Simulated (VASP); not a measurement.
# Si2W (I4/mmm) in VASP: single point with PBE

Aim: the single point of Si2W with PBE.

Everything below comes from runs of VASP 6.6.1. Logs are shortened: lines on timing, memory, paths and dates and some standing lists are left out, and cuts for length are marked.

### Step 1. The cell of the first run

It takes space group I4/mmm (No. 139, tetragonal). The conventional cell has a = 3.219 Å, b = 3.219 Å, c = 7.846 Å, α = 90.00°, β = 90.00°, γ = 90.00°. Within 3.4 Å of Si (site symmetry 4mm) lie 9 Si at 2.60 to 3.22 Å and 5 W at 2.62 Å. W (site symmetry 4/mmm) has 10 Si at 2.62 Å and 4 W at 3.22 Å within 3.5 Å.

### Step 2. Single point, PBE

The input, INCAR:

```
PREC     = Accurate       # precision mode
ENCUT    = 520            # plane-wave cutoff, eV
EDIFF    = 1E-7           # SCF threshold, eV
ISMEAR   = 0              # smearing method
SIGMA    = 0.05           # smearing width, eV
LREAL    = F              # projectors in reciprocal space
LASPH    = T              # aspherical terms in the spheres
NELM     = 100            # most SCF steps
ALGO     = Normal         # electronic algorithm
ISIF     = 2              # what is computed and relaxed
LWAVE    = F              # write WAVECAR
LCHARG   = F              # write CHGCAR
GGA      = PE             # functional
NBANDS   = 18             # bands
```

The input, KPOINTS:

```
Automatic mesh
0
Gamma
  14 14 14
```

The input, POSCAR:

```
Si2W
1.0
   -1.6094845769      1.6094845769      3.9229619805
    1.6094845769     -1.6094845769      3.9229619805
    1.6094845769      1.6094845769     -3.9229619805
Si W
2 1
Direct
    0.3344725098      0.3344725098      0.0000000000
    0.6655274902      0.6655274902      0.0000000000
    0.0000000000      0.0000000000      0.0000000000
```

Potentials or basis: VASP PAW PBE potentials, release 64 (Si, W_sv).

Started as:

```
$ cat potpaw_PBE.64/Si/POTCAR potpaw_PBE.64/W_sv/POTCAR > POTCAR
$ mpirun -np 1 vasp_std > vasp.out
```

OUTCAR:

```text
PREC = Accurate
   ENCUT = 520
   EDIFF = 1E-7
   ISMEAR = 0
   LREAL = F
   LASPH = T
   NELM = 100
   ISIF = 2
   GGA = PE

 ion  position               nearest neighbor table
   1  0.334  0.334  0.000-   2 2.60   3 2.62   3 2.62   3 2.62   3 2.62   3 2.62   2 2.63   2 2.63
                             2 2.63   2 2.63
   2  0.666  0.666  0.000-   1 2.60   3 2.62   3 2.62   3 2.62   3 2.62   3 2.62   1 2.63   1 2.63
                             1 2.63   1 2.63
   3  0.000  0.000  0.000-   2 2.62   2 2.62   2 2.62   1 2.62   2 2.62   1 2.62   1 2.62   1 2.62
                             1 2.62   2 2.62

  LATTYP: Found a body centered tetragonal cell.
 ALAT       =     3.2189691538
 C/A-ratio  =     2.4374026547

  Lattice vectors:

 A1 = (  -1.6094845769,   1.6094845769,   3.9229619805)
 A2 = (   1.6094845769,  -1.6094845769,   3.9229619805)
 A3 = (   1.6094845769,   1.6094845769,  -3.9229619805)

Analysis of symmetry for initial positions (statically):
=====================================================================
 Subroutine PRICEL returns:
 Original cell was already a primitive cell.

 Routine SETGRP: Setting up the symmetry group for a
 body centered tetragonal supercell.

 Subroutine GETGRP returns: Found 16 space group operations
 (whereof 16 operations were pure point group operations)
 out of a pool of 16 trial point group operations.

The static configuration has the point symmetry D_4h.

Analysis of symmetry for dynamics (positions and initial velocities):
=====================================================================
 Subroutine PRICEL returns:
 Original cell was already a primitive cell.

 Routine SETGRP: Setting up the symmetry group for a
 body centered tetragonal supercell.

 Subroutine GETGRP returns: Found 16 space group operations
 (whereof 16 operations were pure point group operations)
 out of a pool of 16 trial point group operations.

The dynamic configuration has the point symmetry D_4h.

 Subroutine INISYM returns: Found 16 space group operations
 (whereof 16 operations are pure point group operations),
 and found     1 'primitive' translations

----------------------------------------------------------------------------------------

                                     Primitive cell

  volume of cell :      40.6488

  direct lattice vectors                    reciprocal lattice vectors
    -1.609484577  1.609484577  3.922961980     0.000000000  0.310658460  0.127454715
     1.609484577 -1.609484577  3.922961980     0.310658460  0.000000000  0.127454715
     1.609484577  1.609484577 -3.922961980     0.310658460  0.310658460  0.000000000

  length of vectors
     4.535472622  4.535472622  4.535472622     0.335787705  0.335787705  0.439337407

  position of ions in fractional coordinates (direct lattice)
     0.334472510  0.334472510  0.000000000
     0.665527490  0.665527490  0.000000000
     0.000000000  0.000000000  0.000000000

  ion indices of the primitive-cell ions
   primitive index   ion index
                 1           1
                 2           2
                 3           3

----------------------------------------------------------------------------------------

 KPOINTS: Automatic mesh

Automatic generation of k-mesh.
 Grid dimensions read from file:
 generate k-points for:   14   14   14

 Generating k-lattice:

  Cartesian coordinates                     Fractional coordinates (reciprocal lattice)
     0.000000000  0.022189890  0.009103908     0.071428571  0.000000000  0.000000000
     0.022189890  0.000000000  0.009103908     0.000000000  0.071428571  0.000000000
     0.022189890  0.022189890  0.000000000     0.000000000  0.000000000  0.071428571

  Length of vectors
     0.023984836  0.023984836  0.031381243

  Shift w.r.t. Gamma in fractional coordinates (k-lattice)
     0.000000000  0.000000000  0.000000000

 Subroutine IBZKPT returns following result:
 ===========================================

 Found    244 irreducible k-points:

 Following reciprocal coordinates:
            Coordinates               Weight
  0.000000  0.000000  0.000000      1.000000
  0.071429  0.000000  0.000000      8.000000
  0.142857  0.000000 -0.000000      8.000000
  0.214286  0.000000 -0.000000      8.000000
  0.285714  0.000000 -0.000000      8.000000
  0.357143  0.000000  0.000000      8.000000
[... 16 lines left out ...]
  0.214286  0.142857  0.000000     16.000000
  0.285714  0.142857  0.000000     16.000000
 [... further k-points ...]
   k-points           NKPTS =    244   k-points in BZ     NKDIM =    244   number of bands    NBANDS=     18
   number of dos      NEDOS =    301   number of ions     NIONS =      3
   total plane-waves  NPLWV =  46656
   dimension x,y,z NGX =    36 NGY =   36 NGZ =   36
   dimension x,y,z NGXF=    72 NGYF=   72 NGZF=   72
   ions per type =               2   1
   NGX,Y,Z   is equivalent  to a cutoff of  13.20, 13.20, 13.20 a.u.
   NGXF,Y,Z  is equivalent  to a cutoff of  26.39, 26.39, 26.39 a.u.
 SYSTEM =  unknown system
   PREC   = accura    normal or accurate (medium, high low for compatibility)
   ISTART =      0    job   : 0-new  1-cont  2-samecut
   ICHARG =      2    charge: 1-file 2-atom 10-const
   ISPIN  =      1    spin polarized calculation?
   LNONCOLLINEAR =      F non collinear calculations
   LSORBIT =      F    spin-orbit coupling
   LASPH  =      T    aspherical Exc in radial PAW
   ENCUT  =  520.0 eV  38.22 Ry    6.18 a.u.   8.43  8.43  8.43*2*pi/ulx,y,z
   NELM   =    100;   NELMIN=  2; NELMDL= -5     # of ELM steps
   EDIFF  = 0.1E-06   stopping-criterion for ELM
   LREAL  =      F    real-space projection
   EDIFFG = 0.1E-05   stopping-criterion for IOM
   NSW    =      0    number of steps for IOM
   IBRION =     -1    ionic relax: 0-MD 1-quasi-New 2-CG
   NFREE  =      0    steps in history (QN), initial steepest desc. (CG)
   ISIF   =      2    stress and relaxation
   ISYM   =      2    0-nonsym 1-usesym 2-fastsym
   POTIM  = 0.5000    time-step for ionic-motion
   TEBEG  =    0.0;   TEEND  =   0.0 temperature during run
   PSTRESS=    0.0 pullay stress
   NELECT =      22.0000    total number of electrons
   NUPDOWN=      -1.0000    fix difference up-down
   EMIN   =  10.00;   EMAX   =-10.00  energy-range for DOS
   EFERMI =   0.00;   METHOD = LEGACY
   ISMEAR =     0;   SIGMA  =   0.05  broadening in eV -4-tet -1-fermi 0-gaus
   EFERMI_NEDOS =   21; number of points for ismear=-14 and -15
   IALGO  =     38    algorithm
   IMIX   =      4    mixing-type and parameters
     AMIX     =   0.40;   BMIX     =  1.00
     AMIX_MAG =   1.60;   BMIX_MAG =  1.00
  volume/ion in A,a.u.               =      13.55        91.44
  Fermi-wavevector in a.u.,A,eV,Ry     =   1.334135  2.521150 24.217234  1.779917
  Thomas-Fermi vector in A             =   2.462940
   LORBIT       =      0    0 simple, 1 ext, 2 COOP (PROOUT), +10 PAW based schemes
   GGA     = PE    functional components
   LHFCALC =     F    Hartree Fock is set to
   AEXX    =    0.0000 exact exchange contribution
   IVDW    =     0    specifies the selected vdW correction
   LEPSILON=     F    determine dielectric tensor
   LRPA    =     F    only Hartree local field effects (RPA)
 non-spin polarized calculation
 Gauss-broadening in eV      SIGMA  =   0.05
  energy-cutoff  :      520.00
  volume of cell :       40.65
 maximum number of plane-waves:      1122
 NGX is ok and might be reduce to    36
   NGX = 17   NGY = 17   NGZ = 17

 number of electron      21.9999999 magnetization

 Free energy of the ion-electron system (eV)
  ---------------------------------------------------
  ext. energy  EPLUGINS =         0.00000000
  ---------------------------------------------------
  free energy    TOTEN  =       -24.81232692 eV

  energy without entropy =      -24.81205770  energy(sigma->0) =      -24.81219231

 E-fermi :  11.8844     XC(G=0): -12.5036

 val. band max:       11.8549229392   @ k =  -0.3571  -0.4286   0.3571
 cond. band min:      11.8864727074   @ k =  -0.4286  -0.4286   0.2857
 fundamental gap:      0.0315497681
 Fermi energy:        11.8843770328

 k-point     1 :       0.0000    0.0000    0.0000
  band No.  band energies     occupation
      1     -61.9775      2.00000
      2     -26.2342      2.00000
      3     -26.2148      2.00000
      4     -26.2148      2.00000
      5      -2.1510      2.00000
      6       5.0698      2.00000
[... 10 lines left out ...]
     17      17.5386      0.00000
     18      17.5386      0.00000

 k-point     2 :       0.0714    0.0000    0.0000
  band No.  band energies     occupation
      1     -61.9772      2.00000
      2     -26.2334      2.00000
      3     -26.2255      2.00000
      4     -26.2139      2.00000
      5      -2.0540      2.00000
      6       5.0763      2.00000
[... 10 lines left out ...]
     17      17.5485      0.00000
     18      17.8965      0.00000

 k-point     3 :       0.1429    0.0000   -0.0000
  band No.  band energies     occupation
      1     -61.9762      2.00000
      2     -26.2555      2.00000
      3     -26.2311      2.00000
      4     -26.2111      2.00000
      5      -1.7663      2.00000
      6       5.0677      2.00000
[... 10 lines left out ...]
     17      17.7161      0.00000
     18      18.7309      0.00000

 k-point     4 :       0.2143    0.0000   -0.0000
  band No.  band energies     occupation
      1     -61.9747      2.00000
      2     -26.2984      2.00000
      3     -26.2279      2.00000
      4     -26.2072      2.00000
      5      -1.2983      2.00000
      6       4.9372      2.00000
[... 375 lines left out ...]
      4     -26.2290      2.00000
      5      -1.2850      2.00000
      6       4.6328      2.00000
[... 10 lines left out ...]
     17      18.4321      0.00000
     18      19.0697      0.00000

 k-point    23 :       0.2143    0.1429    0.0000
  band No.  band energies     occupation
      1     -61.9733      2.00000
      2     -26.2941      2.00000
      3     -26.2471      2.00000
      4     -26.2259      2.00000
      5      -0.7855      2.00000
      6       4.4417      2.00000
[... 10 lines left out ...]
     17      18.2054      0.00000
     18      20.0520      0.00000

 k-point    24 :       0.2857    0.1429    0.0000
  band No.  band energies     occupation
      1     -61.9717      2.00000
      2     -26.3408      2.00000
      3     -26.2423      2.00000
      4     -26.2220      2.00000
      5      -0.1383      2.00000
      6       4.1624      2.00000
[... 10 lines left out ...]
     17      18.7636      0.00000
     18      20.1161      0.00000

 [... further k-points ...]
[... 5 lines left out ...]
  --------------------------------------------------------------------------------------
  -------------------------------------------------------------------------------------
  Total        0.5430030      0.5430030      0.5209496      0.0000000      0.0000000      0.0000000
  in kB       21.4025265     21.4025265     20.5332918      0.0000000      0.0000000      0.0000000
  external PRESSURE =      21.1127816 kB  Pullay stress =       0.0000000 kB

 VOLUME and BASIS-vectors are now :
 -----------------------------------------------------------------------------
  energy-cutoff  :      520.00
  volume of cell :       40.65
      direct lattice vectors                 reciprocal lattice vectors
    -1.609484577  1.609484577  3.922961980     0.000000000  0.310658460  0.127454715
     1.609484577 -1.609484577  3.922961980     0.310658460  0.000000000  0.127454715
     1.609484577  1.609484577 -3.922961980     0.310658460  0.310658460  0.000000000

 POSITION                                       TOTAL-FORCE (eV/Angst)
 -----------------------------------------------------------------------------------
      0.00000      0.00000      2.62425        -0.000000     -0.000000      0.000232
      0.00000      0.00000      5.22168         0.000000      0.000000     -0.000232
      0.00000      0.00000      0.00000         0.000000      0.000000     -0.000000
 -----------------------------------------------------------------------------------
    total drift:                                0.000000     -0.000000      0.000000

  FREE ENERGIE OF THE ION-ELECTRON SYSTEM (eV)
  ---------------------------------------------------
  free  energy   TOTEN  =       -24.8123269192 eV

  energy  without entropy=      -24.8120576962  energy(sigma->0) =      -24.81219231
```

Wall time 3.2 min (1 thread of Intel Xeon Platinum 8488C (Sapphire Rapids), shared host); peak memory 0.33 GiB.

Results:

* Free energy: -24.8123 eV
* Pressure: 2.1 GPa
* Band gap on the k mesh: zero (band 11 reaches 12.61 eV, above the bottom of band 12 at 11.35 eV)

Caveat: spin-orbit coupling is left out, which moves the levels of the heavy elements.
